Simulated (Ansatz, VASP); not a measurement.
# One calculation of Fe, two programs

Contents of INCAR:

```
ALGO = Normal
EDIFF = 1E-6
EDIFFG = -0.01
ENCUT = 600
GGA = PS
IBRION = 2
ISIF = 3
ISMEAR = -1
ISPIN = 2
IVDW = 12
LASPH = T
LCHARG = F
LMAXMIX = 4
LORBIT = 11
LREAL = F
LWAVE = F
MAGMOM = 3
NELM = 150
NSW = 60
PREC = Accurate
SIGMA = 0.05
```

The input KPOINTS:

```
k-points
0
Gamma
  13 13 13
```

The input POSCAR:

```
Fe
1.0
    0.0000000000      1.9417396906      1.9651051623
    1.4984397099      0.0000000000      1.9651051623
    1.4984397099      1.9417396906      0.0000000000
Fe
1
Direct
    0.0000000000      0.0000000000      0.0000000000
```

input.yaml

```yaml
crystal:
  lattice:
    - [0.0, 1.9417396906, 1.9651051623]
    - [1.4984397099, 0.0, 1.9651051623]
    - [1.4984397099, 1.9417396906, 0.0]
  atoms:
    - { symbol: Fe, position: [0.0, 0.0, 0.0], spin: 3.0 }
hamiltonian:
  xc: pbesol
  pseudopotentials: { kind: paw }
  dispersion: d3bj
magnetization:
  spin_polarized: true
kpoints:
  mp_grid: { grid: [13, 13, 13] }
scf:
  occupations: { method: fermi_dirac, width: 0.05 }
output:
  forces: true
  stress: true
  eigenvalues: true
relax:
  f_tol: 0.01
  max_steps: 40
  cell: { stress_tol: 0.05 }
```

Alike in both runs: task relaxation of cell and atoms; functional PBEsol; dispersion D3(BJ); k mesh 13 × 13 × 13; occupations fermi-dirac, width 0.05 eV; collinear spin.

|  | VASP | Ansatz |
| --- | --- | --- |
| version | VASP 6.6.1 | Ansatz 0.2.0 |
| potentials or method | VASP PAW PBE potentials, release 64 (Fe) | Ansatz PAW |
| plane-wave cutoff (eV) | 600 | 420 |
| valence electrons in the cell | 8 | 16 |

Ansatz gave:

| Quantity | Value |
| --- | --- |
| gap on the k mesh at the Fermi level, each at its own relaxed structure (eV) | none |
| net moment per atom (μB) | 2.02 |
| size of the moment on the site where the two differ most (μB) | 2.05 |
| relaxed volume (Å³/atom) | 10.55 |
| relaxed length of the cell vector where the two differ most in proportion (Å) | 2.763 |

What did VASP give for the same quantities?

gap on the k mesh at the Fermi level, each at its own relaxed structure (eV): none; net moment per atom (μB): 2.03; size of the moment on the site where the two differ most (μB): 2.01; relaxed volume (Å³/atom): 10.54; relaxed length of the cell vector where the two differ most in proportion (Å): 2.761.

VASP's potentials were made for PBE, not for PBEsol. Site moments also hang on the region over which each program counts them. A gap of «none» marks a metal or a gap that the smearing closes. VASP's potentials hold 8 valence electrons a cell and Ansatz's 16, so a difference there can come from the potentials and not from the codes.

Noted on Ansatz's run: the plane-wave basis is chosen anew once the cell has moved, so the energies of steps on either side of that aren't comparable.
